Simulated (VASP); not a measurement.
Wanted: the native input for a VASP 6.6.1 run.

```
Task                   : single point
Functional             : PBEsol
Potentials or basis    : VASP PAW PBE potentials, release 64 (Be)
Cutoff                 : 520 eV
k mesh                 : 24 × 24 × 14
Occupations            : gaussian, width 0.15 eV
Spin                   : no spin polarisation
Dipole correction      : no
Further INCAR settings : ALGO = Normal; EDIFF = 1e-07; NBANDS = 9
```

The structure of Be lies in POSCAR:

```
Be
1.0
    2.4144770842      0.0000000000      0.0000000000
   -1.2072385421      2.0909984917      0.0000000000
    0.0000000000      0.0000000000      3.6009000000
Be
2
Direct
    0.3333333333      0.6666666667      0.2500000000
    0.6666666667      0.3333333333      0.7500000000
```

This cell differs from its parent crystal: strain +0.050 along x and y, +0.000 along z.

These files were run (other wordings do the same):

INCAR

```
SYSTEM = Be
PREC = Accurate ; ENCUT = 520
EDIFF = 1E-7 ; ISMEAR = 0
SIGMA = 0.15 ; LREAL = .False.
LASPH = .True. ; NELM = 60
ALGO = Normal ; ISIF = 2
LWAVE = .False. ; LCHARG = .False.
GGA = PS ; NBANDS = 9
```

KPOINTS

```
Automatic mesh
0
Gamma
  24 24 14
  0 0 0
```

Potentials or basis: VASP PAW PBE potentials, release 64 (Be).

Run with:

```bash
$ cat potpaw_PBE.64/Be/POTCAR > POTCAR
$ mpirun -np 1 vasp_std > vasp.out
```

Results of the run:

```yaml
Pressure: -13.4 GPa
Band_gap_on_the_k_mesh: zero (band 2 reaches 6.80 eV, above the bottom of band 3 at 4.63 eV)
```

Caveat: the cell differs from its parent crystal (strain +0.050 along x and y, +0.000 along z); the PAW data sets were made with another functional, which shifts forces and pressure a little.

It took 27 s on 1 thread of AMD EPYC 9R45 96-Core Processor (Zen 5), on a shared host, peak memory 0.15 GiB.
